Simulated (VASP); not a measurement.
# BN (P3m1) in VASP: notebook, part 2 of 2

VASP 6.6.1.

### 3 Single point, r2SCAN (the distance across one plane changed)

POSCAR

```
BN
1.0
   -2.5439665234      0.0000000000      0.0000000000
   -1.2719832617     -2.2031396357      0.0000000000
    0.0000000000      0.0000000000     17.1232348039
B N
6 6
Direct
    0.6666666667      0.6666666667      0.1689045202
    0.6666666667      0.6666666667      0.4146375831
    0.6666666667      0.6666666667      0.6603706460
    0.3333333333      0.3333333333      0.0460379888
    0.3333333333      0.3333333333      0.2917710517
    0.3333333333      0.3333333333      0.5375041145
    0.6666666667      0.6666666667      0.0768531159
    0.6666666667      0.6666666667      0.3225861788
    0.6666666667      0.6666666667      0.5683192417
    0.3333333333      0.3333333333      0.6911857731
    0.3333333333      0.3333333333      0.1997196474
    0.3333333333      0.3333333333      0.4454527103
```

INCAR.step1

```
PREC     = Accurate       # precision mode
ENCUT    = 520            # plane-wave cutoff, eV
ISMEAR   = 0              # smearing method
SIGMA    = 0.05           # smearing width, eV
LREAL    = False          # projectors in reciprocal space
LASPH    = True           # aspherical terms in the spheres
NELM     = 100            # most SCF steps
NBANDS   = 36             # bands
GGA      = PE             # functional
ALGO     = Normal         # electronic algorithm
EDIFF    = 1E-4           # SCF threshold, eV
LWAVE    = True           # write WAVECAR
LCHARG   = False          # write CHGCAR
```

INCAR.step2

```
PREC     = Accurate       # precision mode
ENCUT    = 520            # plane-wave cutoff, eV
EDIFF    = 1E-6           # SCF threshold, eV
ISMEAR   = 0              # smearing method
SIGMA    = 0.05           # smearing width, eV
LREAL    = False          # projectors in reciprocal space
LASPH    = True           # aspherical terms in the spheres
NELM     = 100            # most SCF steps
ALGO     = Normal         # electronic algorithm
ISIF     = 2              # what is computed and relaxed
LWAVE    = False          # write WAVECAR
LCHARG   = False          # write CHGCAR
METAGGA  = R2SCAN         # meta-GGA
LMIXTAU  = True         
NBANDS   = 36             # bands
ISTART   = 1
```

KPOINTS

```
regular mesh
0
Gamma
  10 10 2
```

Potentials or basis: VASP PAW PBE potentials, release 64 (B, N).

Launch:

```console
$ cat potpaw_PBE.64/B/POTCAR potpaw_PBE.64/N/POTCAR > POTCAR
$ cp INCAR.step1 INCAR
$ mpirun -np 1 vasp_std > vasp.out
$ cp INCAR.step2 INCAR
$ mpirun -np 1 vasp_std > vasp.out
```

OUTCAR:

```text
PREC = Accurate
   ENCUT = 520
   EDIFF = 1E-6
   ISMEAR = 0
   LREAL = False
   LASPH = True
   NELM = 100
   ISIF = 2
   METAGGA = R2SCAN
   ISTART = 1

 ion  position               nearest neighbor table
   1  0.667  0.667  0.169-  11 1.56  11 1.56  11 1.56   7 1.58
   2  0.667  0.667  0.415-  12 1.56  12 1.56  12 1.56   8 1.58
   3  0.667  0.667  0.660-  10 1.56  10 1.56  10 1.56   9 1.58
   4  0.333  0.333  0.046-   7 1.56   7 1.56   7 1.56
   5  0.333  0.333  0.292-   8 1.56   8 1.56   8 1.56  11 1.58
   6  0.333  0.333  0.538-   9 1.56   9 1.56   9 1.56  12 1.58
   7  0.667  0.667  0.077-   4 1.56   4 1.56   4 1.56   1 1.58
   8  0.667  0.667  0.323-   5 1.56   5 1.56   5 1.56   2 1.58
   9  0.667  0.667  0.568-   6 1.56   6 1.56   6 1.56   3 1.58
  10  0.333  0.333  0.691-   3 1.56   3 1.56   3 1.56
  11  0.333  0.333  0.200-   1 1.56   1 1.56   1 1.56   5 1.58
  12  0.333  0.333  0.445-   2 1.56   2 1.56   2 1.56   6 1.58

  LATTYP: Found a hexagonal cell.
 ALAT       =     2.5439665235
 C/A-ratio  =     6.7309198632

  Lattice vectors:

 A1 = (   1.2719832617,   2.2031396357,   0.0000000000)
 A2 = (  -2.5439665234,   0.0000000000,   0.0000000000)
 A3 = (   0.0000000000,   0.0000000000,  17.1232348039)

Analysis of symmetry for initial positions (statically):
=====================================================================
 Subroutine PRICEL returns:
 Original cell was already a primitive cell.

 Routine SETGRP: Setting up the symmetry group for a
 hexagonal supercell.

 Subroutine GETGRP returns: Found  6 space group operations
 (whereof  6 operations were pure point group operations)
 out of a pool of 24 trial point group operations.

The static configuration has the point symmetry C_3v.

Analysis of symmetry for dynamics (positions and initial velocities):
=====================================================================
 Subroutine PRICEL returns:
 Original cell was already a primitive cell.

 Routine SETGRP: Setting up the symmetry group for a
 hexagonal supercell.

 Subroutine GETGRP returns: Found  6 space group operations
 (whereof  6 operations were pure point group operations)
 out of a pool of 24 trial point group operations.

The dynamic configuration has the point symmetry C_3v.

 Subroutine INISYM returns: Found  6 space group operations
 (whereof  6 operations are pure point group operations),
 and found     1 'primitive' translations

----------------------------------------------------------------------------------------

                                     Primitive cell

  volume of cell :      95.9708

  direct lattice vectors                    reciprocal lattice vectors
    -2.543966523  0.000000000  0.000000000    -0.393086934  0.226948847  0.000000000
    -1.271983262 -2.203139636  0.000000000     0.000000000 -0.453897694  0.000000000
     0.000000000  0.000000000 17.123234804     0.000000000  0.000000000  0.058400180

  length of vectors
     2.543966523  2.543966523 17.123234804     0.453897694  0.453897694  0.058400180

  position of ions in fractional coordinates (direct lattice)
     0.666666667  0.666666667  0.168904520
[... 80 lines left out ...]
   k-points           NKPTS =     28   k-points in BZ     NKDIM =     28   number of bands    NBANDS=     36
   number of dos      NEDOS =    301   number of ions     NIONS =     12
   total plane-waves  NPLWV =  51200
   dimension x,y,z NGX =    20 NGY =   20 NGZ =  128
   dimension x,y,z NGXF=    40 NGYF=   40 NGZF=  256
   ions per type =               6   6
   NGX,Y,Z   is equivalent  to a cutoff of  13.07, 13.07, 12.43 a.u.
   NGXF,Y,Z  is equivalent  to a cutoff of  26.14, 26.14, 24.85 a.u.
 SYSTEM =  unknown system
   PREC   = accura    normal or accurate (medium, high low for compatibility)
   ISTART =      1    job   : 0-new  1-cont  2-samecut
   ICHARG =      0    charge: 1-file 2-atom 10-const
   ISPIN  =      1    spin polarized calculation?
   LNONCOLLINEAR =      F non collinear calculations
   LSORBIT =      F    spin-orbit coupling
   LASPH  =      T    aspherical Exc in radial PAW
   ENCUT  =  520.0 eV  38.22 Ry    6.18 a.u.   4.73  4.73 31.84*2*pi/ulx,y,z
   NELM   =    100;   NELMIN=  2; NELMDL=  0     # of ELM steps
   EDIFF  = 0.1E-05   stopping-criterion for ELM
   LREAL  =      F    real-space projection
   EDIFFG = 0.1E-04   stopping-criterion for IOM
   NSW    =      0    number of steps for IOM
   IBRION =     -1    ionic relax: 0-MD 1-quasi-New 2-CG
   NFREE  =      0    steps in history (QN), initial steepest desc. (CG)
   ISIF   =      2    stress and relaxation
   ISYM   =      2    0-nonsym 1-usesym 2-fastsym
   POTIM  = 0.5000    time-step for ionic-motion
   TEBEG  =    0.0;   TEEND  =   0.0 temperature during run
   PSTRESS=    0.0 pullay stress
   NELECT =      48.0000    total number of electrons
   NUPDOWN=      -1.0000    fix difference up-down
   EMIN   =  10.00;   EMAX   =-10.00  energy-range for DOS
   EFERMI =   0.00;   METHOD = LEGACY
   ISMEAR =     0;   SIGMA  =   0.05  broadening in eV -4-tet -1-fermi 0-gaus
   EFERMI_NEDOS =   21; number of points for ismear=-14 and -15
   IALGO  =     38    algorithm
   IMIX   =      4    mixing-type and parameters
     AMIX     =   0.40;   BMIX     =  1.00
     AMIX_MAG =   1.60;   BMIX_MAG =  1.00
  volume/ion in A,a.u.               =       8.00        53.97
  Fermi-wavevector in a.u.,A,eV,Ry     =   1.299498  2.455694 22.976079  1.688694
  Thomas-Fermi vector in A             =   2.430758
   LORBIT       =      0    0 simple, 1 ext, 2 COOP (PROOUT), +10 PAW based schemes
   METAGGA = R2SCAN    functional components
   LHFCALC =     F    Hartree Fock is set to
   AEXX    =    0.0000 exact exchange contribution
   IVDW    =     0    specifies the selected vdW correction
   LEPSILON=     F    determine dielectric tensor
   LRPA    =     F    only Hartree local field effects (RPA)
 non-spin polarized calculation
 Gauss-broadening in eV      SIGMA  =   0.05
  energy-cutoff  :      520.00
  volume of cell :       95.97
 maximum number of plane-waves:      2608
   NGX =  9   NGY =  9   NGZ = 63

 number of electron      48.0000004 magnetization

 Free energy of the ion-electron system (eV)
  ---------------------------------------------------
  ext. energy  EPLUGINS =         0.00000000
  ---------------------------------------------------
  free energy    TOTEN  =      -109.54174740 eV

  energy without entropy =     -109.52812245  energy(sigma->0) =     -109.53493492

 E-fermi :   4.7918     XC(G=0): -11.0337

 val. band max:        4.7818289933   @ k =   0.5000   0.2000   0.0000
 cond. band min:       4.7939184235   @ k =   0.2000   0.1000   0.0000
 fundamental gap:      0.0120894302
 Fermi energy:         4.7917945768

 k-point     1 :       0.0000    0.0000    0.0000
  band No.  band energies     occupation
      1     -18.8305      2.00000
      2     -17.7489      2.00000
      3     -16.7957      2.00000
      4     -15.8043      2.00000
      5     -14.6226      2.00000
      6     -12.3619      2.00000
[... 925 lines left out ...]
     35      15.3782      0.00000
     36      15.7443      0.00000

 [... further k-points ...]

------------------------ aborting loop because EDIFF is reached ----------------------------------------

  FORCE on cell =-STRESS in cart. coord.  units (eV):
  Direction    XX          YY          ZZ          XY          YZ          ZX
  --------------------------------------------------------------------------------------
  -------------------------------------------------------------------------------------
  Total       -2.0653463     -2.0653463      1.2541972      0.0000000      0.0000000      0.0000000
  in kB      -34.4797602    -34.4797602     20.9380965      0.0000000      0.0000000      0.0000000
  external PRESSURE =     -16.0071413 kB  Pullay stress =       0.0000000 kB

 VOLUME and BASIS-vectors are now :
 -----------------------------------------------------------------------------
  energy-cutoff  :      520.00
  volume of cell :       95.97
      direct lattice vectors                 reciprocal lattice vectors
    -2.543966523  0.000000000  0.000000000    -0.393086934  0.226948847  0.000000000
    -1.271983262 -2.203139636  0.000000000     0.000000000 -0.453897694  0.000000000
     0.000000000  0.000000000 17.123234804     0.000000000  0.000000000  0.058400180

 POSITION                                       TOTAL-FORCE (eV/Angst)
 -----------------------------------------------------------------------------------
     -2.54397     -1.46876      2.89219         0.000000      0.000000      0.871302
     -2.54397     -1.46876      7.09994         0.000000      0.000000      0.677203
     -2.54397     -1.46876     11.30768         0.000000      0.000000      3.064982
     -1.27198     -0.73438      0.78832         0.000000      0.000000      0.793497
     -1.27198     -0.73438      4.99606         0.000000      0.000000      0.624839
     -1.27198     -0.73438      9.20381         0.000000      0.000000      0.894556
     -2.54397     -1.46876      1.31597         0.000000      0.000000     -1.408469
     -2.54397     -1.46876      5.52372        -0.000000     -0.000000     -0.646775
     -2.54397     -1.46876      9.73146         0.000000      0.000000     -1.351718
     -1.27198     -0.73438     11.83534        -0.000000     -0.000000     -2.214909
     -1.27198     -0.73438      3.41985        -0.000000      0.000000     -0.588104
     -1.27198     -0.73438      7.62759         0.000000     -0.000000     -0.716405
 -----------------------------------------------------------------------------------
    total drift:                               -0.000000     -0.000000     -0.000684

  FREE ENERGIE OF THE ION-ELECTRON SYSTEM (eV)
  ---------------------------------------------------
  free  energy   TOTEN  =      -109.5417474030 eV

  energy  without entropy=     -109.5281224465  energy(sigma->0) =     -109.53493492
```

Wall time 6.6 min (1 thread of Intel Xeon Platinum 8481C at 2.70GHz (Sapphire Rapids), shared host); peak memory 0.26 GiB.

What came out:

```
Free energy            : -109.5417 eV
Pressure               : -1.6 GPa
Largest force          : 3.065 eV/Å
Band gap on the k mesh : zero (bands 24 and 25 overlap by 0.57 eV)
```

Forces on the atoms (eV/Å):
```
B    0.000  0.000  0.871
B    0.000  0.000  0.677
B    0.000  0.000  3.065
B    0.000  0.000  0.793
B    0.000  0.000  0.625
B    0.000  0.000  0.895
N    0.000  0.000 -1.408
N    0.000  0.000 -0.647
N    0.000  0.000 -1.352
N    0.000  0.000 -2.215
N    0.000  0.000 -0.588
N    0.000  0.000 -0.716
```

Caveat: the cell differs from its parent crystal (the distance across one plane changed); the PAW data sets were made with another functional, which shifts forces and pressure a little.

### 4 Single point, r2SCAN (the distance across one plane changed)

POSCAR

```
BN
1.0
   -2.5439665234      0.0000000000      0.0000000000
   -1.2719832617     -2.2031396357      0.0000000000
    0.0000000000      0.0000000000     18.6232348039
B N
6 6
Direct
    0.6666666667      0.6666666667      0.1553001823
    0.6666666667      0.6666666667      0.3812407871
    0.6666666667      0.6666666667      0.6071813918
    0.3333333333      0.3333333333      0.0423298799
    0.3333333333      0.3333333333      0.2682704847
    0.3333333333      0.3333333333      0.4942110894
    0.6666666667      0.6666666667      0.0706630166
    0.6666666667      0.6666666667      0.2966036214
    0.6666666667      0.6666666667      0.5225442261
    0.3333333333      0.3333333333      0.6355145285
    0.3333333333      0.3333333333      0.1836333190
    0.3333333333      0.3333333333      0.4095739238
```

INCAR.step1

```
  PREC = Accurate
  ENCUT = 520
  ISMEAR = 0
  SIGMA = 0.05
  LREAL = F
  LASPH = T
  NELM = 80
  NBANDS = 36
  GGA = PE
  ALGO = Normal
  EDIFF = 1E-4
  LWAVE = T
  LCHARG = F
```

INCAR.step2

```
  PREC = Accurate
  ENCUT = 520
  EDIFF = 1E-6
  ISMEAR = 0
  SIGMA = 0.05
  LREAL = F
  LASPH = T
  NELM = 80
  ALGO = Normal
  ISIF = 2
  LWAVE = F
  LCHARG = F
  METAGGA = R2SCAN
  LMIXTAU = T
  NBANDS = 36
  ISTART = 1
```

KPOINTS

```
Automatic mesh
0
Gamma
  10 10 2
```

Launch:

```console
$ cat potpaw_PBE.64/B/POTCAR potpaw_PBE.64/N/POTCAR > POTCAR
$ cp INCAR.step1 INCAR
$ mpirun -np 1 vasp_std > vasp.out
$ cp INCAR.step2 INCAR
$ mpirun -np 1 vasp_std > vasp.out
```

It took 6.8 min on 1 thread of Intel Xeon Platinum 8481C at 2.70GHz (Sapphire Rapids), shared host; peak memory 0.27 GiB.

The run converged. Its results:

| Quantity | Value |
| --- | --- |
| Free energy | -109.5287 eV |
| Pressure | -1.5 GPa |
| Largest force | 3.101 eV/Å |
| Band gap on the k mesh | zero (bands 24 and 25 overlap by 0.55 eV) |

Forces in eV/Å, atoms in the order of the input:
```
B    0.000  0.000  0.856
B    0.000  0.000  0.665
B    0.000  0.000  3.101
B    0.000  0.000  0.779
B    0.000  0.000  0.611
B    0.000  0.000  0.887
N    0.000  0.000 -1.376
N    0.000  0.000 -0.634
N    0.000  0.000 -1.349
N    0.000  0.000 -2.262
N    0.000  0.000 -0.575
N    0.000  0.000 -0.704
```

Stress tensor (GPa, compression positive):
```
-3.17  0.00  0.00
 0.00 -3.17  0.00
 0.00  0.00  1.94
```

Levels at points of the mesh, in eV from the Fermi level:
| k point | band 20 | band 21 | band 22 | band 23 | band 24 | band 25 | band 26 | band 27 | band 28 | band 29 |
| --- | --- | --- | --- | --- | --- | --- | --- | --- | --- | --- |
| (0.00, 0.00, 0.00) | -1.37 | -1.37 | -0.51 | -0.25 | 0.47 | 0.47 | 6.19 | 6.91 | 6.91 | 7.55 |
| (0.50, 0.00, 0.00) | -4.86 | -4.32 | -3.89 | -2.11 | -0.22 | 0.21 | 4.72 | 5.36 | 6.03 | 6.59 |
| (0.00, 0.00, 0.50) | -1.37 | -1.37 | -0.52 | -0.25 | 0.47 | 0.47 | 6.18 | 6.91 | 6.91 | 7.55 |
| (0.50, 0.00, 0.50) | -4.86 | -4.32 | -3.89 | -2.11 | -0.22 | 0.21 | 4.72 | 5.36 | 6.03 | 6.59 |

Caveat: the cell differs from its parent crystal (the distance across one plane changed); the PAW data sets were made with another functional, which shifts forces and pressure a little.

### 5 Summary

```csv
cell,gap on the mesh (eV),pressure (GPa),largest force (eV/Å)
"a = 2.544, b = 2.544, c = 15.623 Å, angles 90.0, 90.0, 60.0°, 12 atoms",none,-2.0,3.16
"a = 2.544, b = 2.544, c = 17.123 Å, angles 90.0, 90.0, 60.0°, 12 atoms",none,-1.6,3.06
"a = 2.544, b = 2.544, c = 18.623 Å, angles 90.0, 90.0, 60.0°, 12 atoms",none,-1.5,3.10
```

Alike in all rows: task single point; level r2SCAN; potentials or basis VASP PAW PBE potentials, release 64 (B, N); no spin polarisation; k mesh 10 × 10 × 2; cutoff (eV) 520; smearing gaussian 0.05 eV.

Caveats: the PAW data sets were made with another functional, which shifts forces and pressure a little; semilocal functionals underestimate gaps, so a narrow gap can read as zero (at least some runs).

Absolute energies hang on the potentials; compare differences alone.
